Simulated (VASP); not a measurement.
# SiC (Moissanite 6H) (P6_3mc) in VASP: further runs

The runs below take SiC (Moissanite 6H) through single point, with PBE.

All numbers are computed with VASP 6.6.1; they aren't measurements. Logs are shortened: lines on timing, memory, paths and dates and some standing lists are left out, and cuts for length are marked.

**1. The cell of the first run**

It takes space group P6_3mc (No. 186, hexagonal). Conventional cell: a = 3.094 Å, b = 3.094 Å, c = 15.181 Å, α = 90.00°, β = 90.00°, γ = 120.00°. Si (site symmetry 3m) has 4 C at 1.90 Å within 2.5 Å. Within 2.5 Å of Si (site symmetry 3m) lie 4 C at 1.89 to 1.90 Å. Si (site symmetry 3m) has 4 C at 1.89 to 1.90 Å within 2.5 Å. Within 2.5 Å of C (site symmetry 3m) lie 4 Si at 1.89 to 1.90 Å. Within 2.5 Å of C (site symmetry 3m) lie 4 Si at 1.90 Å. Within 2.5 Å of C (site symmetry 3m) lie 4 Si at 1.89 to 1.90 Å.

**2. Single point, PBE**

INCAR

```
SYSTEM = SiC
PREC = Accurate
ENCUT = 600
EDIFF = 1E-6
ISMEAR = 0
SIGMA = 0.01
LREAL = .FALSE.
LASPH = .TRUE.
NELM = 120
ALGO = Normal
ISIF = 2
LWAVE = .FALSE.
LCHARG = .FALSE.
GGA = PE
NBANDS = 36
GGA_COMPAT = .FALSE.
```

KPOINTS

```
regular mesh
0
G
  8 8 2
  0 0 0
```

POSCAR

```
SiC
1.0
    3.0938374166      0.0000000000      0.0000000000
   -1.5469187083      2.6793417980      0.0000000000
    0.0000000000      0.0000000000     15.1814031222
Si C
6 6
Direct
    0.0000000000      0.0000000000      0.1250372901
    0.0000000000      0.0000000000      0.6250372901
    0.3333333333      0.6666666667      0.2918105090
    0.6666666667      0.3333333333      0.7918105090
    0.3333333333      0.6666666667      0.9583040634
    0.6666666667      0.3333333333      0.4583040634
    1.0000000000      1.0000000000      0.9996867599
    1.0000000000      1.0000000000      0.4996867599
    0.3333333333      0.6666666667      0.1668398105
    0.6666666667      0.3333333333      0.6668398105
    0.3333333333      0.6666666667      0.8333215671
    0.6666666667      0.3333333333      0.3333215671
```

Potentials or basis: VASP PAW PBE potentials, release 64 (Si, C).

Command:

```console
> cat potpaw_PBE.64/Si/POTCAR potpaw_PBE.64/C/POTCAR > POTCAR
> mpirun -np 1 vasp_std > vasp.out
```

OUTCAR:

```text
SYSTEM = SiC
   PREC = Accurate
   ENCUT = 600
   EDIFF = 1E-6
   ISMEAR = 0
   LREAL = .FALSE.
   LASPH = .TRUE.
   NELM = 120
   ISIF = 2
   GGA = PE

 ion  position               nearest neighbor table
   1  0.000  0.000  0.125-   9 1.90   9 1.90   9 1.90   7 1.90   5 3.10   5 3.10   5 3.10   3 3.10
                             3 3.10   3 3.10
   2  0.000  0.000  0.625-  10 1.90  10 1.90  10 1.90   8 1.90   6 3.10   6 3.10   6 3.10   4 3.10
                             4 3.10   4 3.10
   3  0.333  0.667  0.292-  12 1.89  12 1.89  12 1.89   9 1.90   6 3.10   6 3.10   6 3.10   1 3.10
                             1 3.10   1 3.10
   4  0.667  0.333  0.792-  11 1.89  11 1.89  11 1.89  10 1.90   5 3.10   5 3.10   5 3.10   2 3.10
                             2 3.10   2 3.10
   5  0.333  0.667  0.958-   7 1.89   7 1.89   7 1.89  11 1.90   4 3.10   4 3.10   4 3.10   1 3.10
                             1 3.10   1 3.10
   6  0.667  0.333  0.458-   8 1.89   8 1.89   8 1.89  12 1.90   3 3.10   3 3.10   3 3.10   2 3.10
                             2 3.10   2 3.10
   7  0.000  0.000  1.000-   5 1.89   5 1.89   5 1.89   1 1.90
   8  0.000  0.000  0.500-   6 1.89   6 1.89   6 1.89   2 1.90
   9  0.333  0.667  0.167-   1 1.90   1 1.90   1 1.90   3 1.90
  10  0.667  0.333  0.667-   2 1.90   2 1.90   2 1.90   4 1.90
  11  0.333  0.667  0.833-   4 1.89   4 1.89   4 1.89   5 1.90
  12  0.667  0.333  0.333-   3 1.89   3 1.89   3 1.89   6 1.90

  LATTYP: Found a hexagonal cell.
 ALAT       =     3.0938374166
 C/A-ratio  =     4.9069815501

  Lattice vectors:

 A1 = (   3.0938374166,   0.0000000000,   0.0000000000)
 A2 = (  -1.5469187083,   2.6793417980,   0.0000000000)
 A3 = (   0.0000000000,   0.0000000000,  15.1814031222)

Analysis of symmetry for initial positions (statically):
=====================================================================
 Subroutine PRICEL returns:
 Original cell was already a primitive cell.

 Routine SETGRP: Setting up the symmetry group for a
 hexagonal supercell.

 Subroutine GETGRP returns: Found 12 space group operations
 (whereof  6 operations were pure point group operations)
 out of a pool of 24 trial point group operations.

The static configuration has the point symmetry C_3v.
 The point group associated with its full space group is C_6v.

Analysis of symmetry for dynamics (positions and initial velocities):
=====================================================================
 Subroutine PRICEL returns:
 Original cell was already a primitive cell.

 Routine SETGRP: Setting up the symmetry group for a
 hexagonal supercell.

 Subroutine GETGRP returns: Found 12 space group operations
 (whereof  6 operations were pure point group operations)
 out of a pool of 24 trial point group operations.

The dynamic configuration has the point symmetry C_3v.
 The point group associated with its full space group is C_6v.

 Subroutine INISYM returns: Found 12 space group operations
 (whereof  6 operations are pure point group operations),
 and found     1 'primitive' translations

----------------------------------------------------------------------------------------

                                     Primitive cell

  volume of cell :     125.8455

  direct lattice vectors                    reciprocal lattice vectors
     3.093837417  0.000000000  0.000000000     0.323223190  0.186612996  0.000000000
    -1.546918708  2.679341798  0.000000000     0.000000000  0.373225992  0.000000000
     0.000000000  0.000000000 15.181403122     0.000000000  0.000000000  0.065870064

  length of vectors
     3.093837417  3.093837417 15.181403122     0.373225992  0.373225992  0.065870064

  position of ions in fractional coordinates (direct lattice)
     0.000000000  0.000000000  0.125037290
     0.000000000  0.000000000  0.625037290
     0.333333333  0.666666667  0.291810509
     0.666666667  0.333333333  0.791810509
     0.333333333  0.666666667  0.958304063
     0.666666667  0.333333333  0.458304063
     0.000000000  0.000000000  0.999686760
     0.000000000  0.000000000  0.499686760
     0.333333333  0.666666667  0.166839811
     0.666666667  0.333333333  0.666839811
     0.333333333  0.666666667  0.833321567
     0.666666667  0.333333333  0.333321567

  ion indices of the primitive-cell ions
   primitive index   ion index
                 1           1
                 2           2
                 3           3
                 4           4
                 5           5
                 6           6
                 7           7
                 8           8
                 9           9
                10          10
                11          11
                12          12

----------------------------------------------------------------------------------------

 KPOINTS: regular mesh

Automatic generation of k-mesh.
 Grid dimensions read from file:
 generate k-points for:    8    8    2

 Generating k-lattice:

  Cartesian coordinates                     Fractional coordinates (reciprocal lattice)
     0.040402899  0.023326624  0.000000000     0.125000000  0.000000000  0.000000000
     0.000000000  0.046653249  0.000000000     0.000000000  0.125000000  0.000000000
     0.000000000  0.000000000  0.032935032     0.000000000  0.000000000  0.500000000

  Length of vectors
     0.046653249  0.046653249  0.032935032

  Shift w.r.t. Gamma in fractional coordinates (k-lattice)
     0.000000000  0.000000000  0.000000000

 Subroutine IBZKPT returns following result:
 ===========================================

 Found     20 irreducible k-points:

 Following reciprocal coordinates:
            Coordinates               Weight
  0.000000  0.000000  0.000000      1.000000
  0.125000  0.000000  0.000000      6.000000
  0.250000  0.000000  0.000000      6.000000
  0.375000 -0.000000  0.000000      6.000000
  0.500000  0.000000  0.000000      3.000000
  0.125000  0.125000  0.000000      6.000000
[... 12 lines left out ...]
  0.250000  0.250000  0.500000      6.000000
  0.375000  0.250000  0.500000      6.000000
   k-points           NKPTS =     20   k-points in BZ     NKDIM =     20   number of bands    NBANDS=     36
   number of dos      NEDOS =    301   number of ions     NIONS =     12
   total plane-waves  NPLWV =  98784
   dimension x,y,z NGX =    28 NGY =   28 NGZ =  126
   dimension x,y,z NGXF=    56 NGYF=   56 NGZF=  252
   ions per type =               6   6
   NGX,Y,Z   is equivalent  to a cutoff of  15.05, 15.05, 13.80 a.u.
   NGXF,Y,Z  is equivalent  to a cutoff of  30.09, 30.09, 27.60 a.u.
 SYSTEM =  SiC
   PREC   = accura    normal or accurate (medium, high low for compatibility)
   ISTART =      0    job   : 0-new  1-cont  2-samecut
   ICHARG =      2    charge: 1-file 2-atom 10-const
   ISPIN  =      1    spin polarized calculation?
   LNONCOLLINEAR =      F non collinear calculations
   LSORBIT =      F    spin-orbit coupling
   LASPH  =      T    aspherical Exc in radial PAW
   ENCUT  =  600.0 eV  44.10 Ry    6.64 a.u.   6.18  6.18 30.32*2*pi/ulx,y,z
   NELM   =    120;   NELMIN=  2; NELMDL= -5     # of ELM steps
   EDIFF  = 0.1E-05   stopping-criterion for ELM
   LREAL  =      F    real-space projection
   EDIFFG = 0.1E-04   stopping-criterion for IOM
   NSW    =      0    number of steps for IOM
   IBRION =     -1    ionic relax: 0-MD 1-quasi-New 2-CG
   NFREE  =      0    steps in history (QN), initial steepest desc. (CG)
   ISIF   =      2    stress and relaxation
   ISYM   =      2    0-nonsym 1-usesym 2-fastsym
   POTIM  = 0.5000    time-step for ionic-motion
   TEBEG  =    0.0;   TEEND  =   0.0 temperature during run
   PSTRESS=    0.0 pullay stress
   NELECT =      48.0000    total number of electrons
   NUPDOWN=      -1.0000    fix difference up-down
   EMIN   =  10.00;   EMAX   =-10.00  energy-range for DOS
   EFERMI =   0.00;   METHOD = LEGACY
   ISMEAR =     0;   SIGMA  =   0.01  broadening in eV -4-tet -1-fermi 0-gaus
   EFERMI_NEDOS =   21; number of points for ismear=-14 and -15
   IALGO  =     38    algorithm
   IMIX   =      4    mixing-type and parameters
     AMIX     =   0.40;   BMIX     =  1.00
     AMIX_MAG =   1.60;   BMIX_MAG =  1.00
  volume/ion in A,a.u.               =      10.49        70.77
  Fermi-wavevector in a.u.,A,eV,Ry     =   1.187252  2.243580 19.178312  1.409566
  Thomas-Fermi vector in A             =   2.323407
   LORBIT       =      0    0 simple, 1 ext, 2 COOP (PROOUT), +10 PAW based schemes
   GGA     = PE    functional components
   LHFCALC =     F    Hartree Fock is set to
   AEXX    =    0.0000 exact exchange contribution
   IVDW    =     0    specifies the selected vdW correction
   LEPSILON=     F    determine dielectric tensor
   LRPA    =     F    only Hartree local field effects (RPA)
 non-spin polarized calculation
 Gauss-broadening in eV      SIGMA  =   0.01
  energy-cutoff  :      600.00
  volume of cell :      125.85
 maximum number of plane-waves:      4225
 NGX is ok and might be reduce to    28
   NGX = 13   NGY = 13   NGZ = 61

 number of electron      47.9999999 magnetization

 Free energy of the ion-electron system (eV)
  ---------------------------------------------------
  ext. energy  EPLUGINS =         0.00000000
  ---------------------------------------------------
  free energy    TOTEN  =       -90.37836173 eV

  energy without entropy =      -90.37836173  energy(sigma->0) =      -90.37836173

 E-fermi :   8.1049     XC(G=0): -11.2952

 val. band max:        8.0011452240   @ k =   0.0000   0.0000   0.0000
 cond. band min:      10.0297616732   @ k =   0.5000   0.0000   0.0000
 fundamental gap:      2.0286164492
 Fermi energy:         8.1049496877

 k-point     1 :       0.0000    0.0000    0.0000
  band No.  band energies     occupation
      1      -7.3489      2.00000
      2      -6.8332      2.00000
      3      -6.7978      2.00000
      4      -5.3216      2.00000
      5      -5.2932      2.00000
      6      -3.8331      2.00000
[... 28 lines left out ...]
     35      15.2649      0.00000
     36      15.3758      0.00000

 k-point     2 :       0.1250    0.0000    0.0000
  band No.  band energies     occupation
      1      -7.0810      2.00000
      2      -6.5694      2.00000
      3      -6.5331      2.00000
      4      -5.0715      2.00000
      5      -5.0426      2.00000
      6      -3.6091      2.00000
[... 28 lines left out ...]
     35      15.4327      0.00000
     36      15.5214      0.00000

 k-point     3 :       0.2500    0.0000    0.0000
  band No.  band energies     occupation
      1      -6.2942      2.00000
      2      -5.7982      2.00000
      3      -5.7581      2.00000
      4      -4.3531      2.00000
      5      -4.3227      2.00000
      6      -2.9948      2.00000
[... 28 lines left out ...]
     35      15.7965      0.00000
     36      16.0415      0.00000
[... 586 lines left out ...]
 k-point    19 :       0.2500    0.2500    0.5000
  band No.  band energies     occupation
      1      -4.2621      2.00000
      2      -4.2621      2.00000
      3      -3.4398      2.00000
      4      -3.4398      2.00000
      5      -2.3650      2.00000
      6      -2.3650      2.00000
[... 28 lines left out ...]
     35      16.3188      0.00000
     36      16.3188      0.00000

 k-point    20 :       0.3750    0.2500    0.5000
  band No.  band energies     occupation
      1      -3.2319      2.00000
      2      -3.2319      2.00000
      3      -2.8833      2.00000
      4      -2.8833      2.00000
      5      -2.5108      2.00000
      6      -2.5108      2.00000
[... 28 lines left out ...]
     35      16.7028      0.00000
     36      16.7028      0.00000

------------------------ aborting loop because EDIFF is reached ----------------------------------------

  FORCE on cell =-STRESS in cart. coord.  units (eV):
  Direction    XX          YY          ZZ          XY          YZ          ZX
  --------------------------------------------------------------------------------------
  -------------------------------------------------------------------------------------
  Total        0.0443385      0.0443385      0.0272741      0.0000000      0.0000000      0.0000000
  in kB        0.5644868      0.5644868      0.3472346      0.0000000      0.0000000      0.0000000
  external PRESSURE =       0.4920694 kB  Pullay stress =       0.0000000 kB

 VOLUME and BASIS-vectors are now :
 -----------------------------------------------------------------------------
  energy-cutoff  :      600.00
  volume of cell :      125.85
      direct lattice vectors                 reciprocal lattice vectors
     3.093837417  0.000000000  0.000000000     0.323223190  0.186612996  0.000000000
    -1.546918708  2.679341798  0.000000000     0.000000000  0.373225992  0.000000000
     0.000000000  0.000000000 15.181403122     0.000000000  0.000000000  0.065870064

 POSITION                                       TOTAL-FORCE (eV/Angst)
 -----------------------------------------------------------------------------------
      0.00000      0.00000      1.89824        -0.000000      0.000000      0.002666
      0.00000      0.00000      9.48894         0.000000     -0.000000      0.002666
     -0.00000      1.78623      4.43009         0.000000      0.000000      0.005057
      1.54692      0.89311     12.02079        -0.000000      0.000000      0.005057
     -0.00000      1.78623     14.54840         0.000000      0.000000      0.001635
      1.54692      0.89311      6.95770        -0.000000      0.000000      0.001635
      0.00000      0.00000     15.17665         0.000000      0.000000     -0.000220
      0.00000      0.00000      7.58595        -0.000000      0.000000     -0.000220
     -0.00000      1.78623      2.53286        -0.000000      0.000000     -0.005016
      1.54692      0.89311     10.12356         0.000000      0.000000     -0.005016
     -0.00000      1.78623     12.65099         0.000000     -0.000000     -0.004122
      1.54692      0.89311      5.06029        -0.000000      0.000000     -0.004122
 -----------------------------------------------------------------------------------
    total drift:                                0.000000      0.000000      0.000163

  FREE ENERGIE OF THE ION-ELECTRON SYSTEM (eV)
  ---------------------------------------------------
  free  energy   TOTEN  =       -90.3783617349 eV

  energy  without entropy=      -90.3783617349  energy(sigma->0) =      -90.37836173
```

Wall time 3.8 min (1 thread of Intel Xeon 8259CL, shared host); peak memory 0.33 GiB.

What came out:

| Item | Value |
| --- | --- |
| Free energy | -90.3784 eV |
| Pressure | 0.0 GPa |
| Largest force | 0.005 eV/Å |
| Band gap on the k mesh | 2.03 eV, indirect (least direct gap 3.12 eV) |

Forces in eV/Å, atoms in the order of the input:
```
Si   0.000  0.000  0.003
Si   0.000  0.000  0.003
Si   0.000  0.000  0.005
Si   0.000  0.000  0.005
Si   0.000  0.000  0.002
Si   0.000  0.000  0.002
C    0.000  0.000  0.000
C    0.000  0.000  0.000
C    0.000  0.000 -0.005
C    0.000  0.000 -0.005
C    0.000  0.000 -0.004
C    0.000  0.000 -0.004
```

A k mesh can miss the band edges.

(Part 1 of 3 ends here.)
